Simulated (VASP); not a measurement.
Write the native input for VASP 6.6.1 that does the following.

```yaml
Task: single point
Functional: PBE
Potentials_or_basis: VASP PAW PBE potentials, release 64 (Li_sv, F)
Cutoff: 520 eV
k_mesh: 10 × 10 × 10
Occupations: gaussian, width 0.02 eV
Spin: no spin polarisation
Dipole_correction: no
Further_INCAR_settings: ALGO = Normal; EDIFF = 1e-06; NBANDS = 12
```

The structure of LiF lies in POSCAR:

```
LiF
1.0
    0.0000000000      2.0336720977      2.0336720977
    2.0336720977      0.0000000000      2.0336720977
    2.0336720977      2.0336720977      0.0000000000
Li F
1 1
Direct
    0.0000000000      0.0000000000      0.0000000000
    0.5000000000      0.5000000000      0.5000000000
```

One way to write it, as run:

INCAR

```
SYSTEM = LiF
PREC     = Accurate       ! precision mode
ENCUT    = 520            ! plane-wave cutoff, eV
EDIFF    = 1E-6           ! SCF threshold, eV
ISMEAR   = 0              ! smearing method
SIGMA    = 0.02           ! smearing width, eV
LREAL    = .FALSE.        ! projectors in reciprocal space
LASPH    = .TRUE.         ! aspherical terms in the spheres
NELM     = 100            ! most SCF steps
ALGO     = Normal         ! electronic algorithm
ISIF     = 2              ! what is computed and relaxed
LWAVE    = .FALSE.        ! write WAVECAR
LCHARG   = .FALSE.        ! write CHGCAR
GGA      = PE             ! functional
NBANDS   = 12             ! bands
```

KPOINTS

```
regular mesh
0
G
  10 10 10
  0 0 0
```

Potentials or basis: VASP PAW PBE potentials, release 64 (Li_sv, F).

The run is started by

```sh
$ cat potpaw_PBE.64/Li_sv/POTCAR potpaw_PBE.64/F/POTCAR > POTCAR
$ mpirun -np 1 vasp_std > vasp.out
```

Results of the run:

```yaml
Band_gap_on_the_k_mesh: 8.83 eV
```

Run time: 14 s on 1 thread of Intel Xeon 8259CL (shared host), peak memory 0.13 GiB.
